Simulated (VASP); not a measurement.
# As: elastic constants with LDA

Crystal: As.

```
CELL_PARAMETERS angstrom
1.88080 1.08588 3.51406
-1.88080 1.08588 3.51406
0.00000 -2.17176 3.51406
ATOMIC_POSITIONS crystal
As 0.22600 0.22600 0.22600
As 0.77400 0.77400 0.77400
```

```yaml
Program: VASP 6.6.1
Task: elastic constants
Functional: LDA
Potentials_or_basis: VASP PAW LDA potentials, release 64 (As)
Cutoff: 600 eV
k_mesh: 7 × 7 × 7
Occupations: fermi-dirac, width 0.05 eV
Spin: no spin polarisation
Dipole_correction: no
Ions_in_elastic_constants: relaxed
Further_INCAR_settings: ALGO = Normal; EDIFF = 1e-08; IBRION = 6; POTIM = 0.015; NSW = 1; ISIF = 3
```

```
Voigt bulk modulus            : 60 GPa
Highest phonon frequency at Γ : 256 cm⁻¹
```

Phonon frequencies in cm⁻¹ (negative: imaginary):
```tsv
q point	frequencies
(0.000, 0.000, 0.000)	0 0 0 193 193 256
```

Elastic tensor in Voigt notation (GPa, in the Cartesian axes of the cell as first typed):
```
126  59  36 -17   0   0
 59 126  36  17   0   0
 36  36  32   0   0   0
-17  17   0  33   0   0
  0   0   0   0  33 -17
  0   0   0   0 -17  34
```

Clamped-ion elastic tensor (GPa):
```
144  65  56 -32   0   0
 65 144  56  32   0   0
 56  56  67   0   0   0
-32  32   0  69   0   0
  0   0   0   0  69 -32
  0   0   0   0 -32  39
```

Wall time 14 min on 1 thread of Intel Xeon 8259CL, on a shared host, peak memory 0.3 GiB.

Caveat: the cell is under stress, which shifts elastic constants.
